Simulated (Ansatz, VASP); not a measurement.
# C in VASP and in Ansatz

```
C
1.0
     0.00000    2.13600    4.30031
     1.23322    0.00000    4.30031
     1.23322    2.13600    0.00000
C
2
Direct
  0.83333 0.16667 0.83333
  0.16667 0.83333 0.16667
```

Alike in both runs: functional PBE; k mesh 26 × 26 × 26; occupations gaussian, width 0.1 eV; no spin polarisation.

Ansatz relaxed the structure, and its values are those at the end. VASP's run is a single point on that final structure, the one shown.

|  | VASP | Ansatz |
| --- | --- | --- |
| version | VASP 6.6.1 | Ansatz 0.2.0 |
| potentials or method | VASP PAW PBE potentials, release 64 (C), cutoff 520 eV | scalar-relativistic, plane waves, PAW |
| valence electrons in the cell | 8 | 8 |

|  | VASP | Ansatz | Ansatz less VASP |
| --- | --- | --- | --- |
| gap on the k mesh at the Fermi level (eV) | 0.50 | 0.50 | 0.000 |
| least direct gap on the mesh (eV) | 0.54 | 0.54 | 0.000 |
| pressure (GPa) | 0.4 | 0.0 | -0.35 |
